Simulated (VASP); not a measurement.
Crystal: Rh.

```xyz
1
Lattice="0.0000 1.8722 1.8722 1.8722 0.0000 1.8722 1.8722 1.8722 0.0000" Properties=species:S:1:pos:R:3 pbc="T T T"
Rh    0.0000    0.0000    0.0000
```

Base run:

- Program: VASP 6.6.1
- Functional: r2SCAN
- Potentials or basis: VASP PAW PBE potentials, release 64 (Rh_pv)
- Cutoff: 520 eV
- k mesh: 12 × 12 × 12
- Occupations: fermi-dirac, width 0.05 eV
- Spin: no spin polarisation

Its results: pressure 15.3 GPa.

**Question.** The run is repeated on the same cell with these changes: functional from r2SCAN to revPBE. What comes out?

**Answer.** Pressure 24.3 GPa.

Caveats: the PAW data sets were made with another functional, which shifts forces and pressure a little.
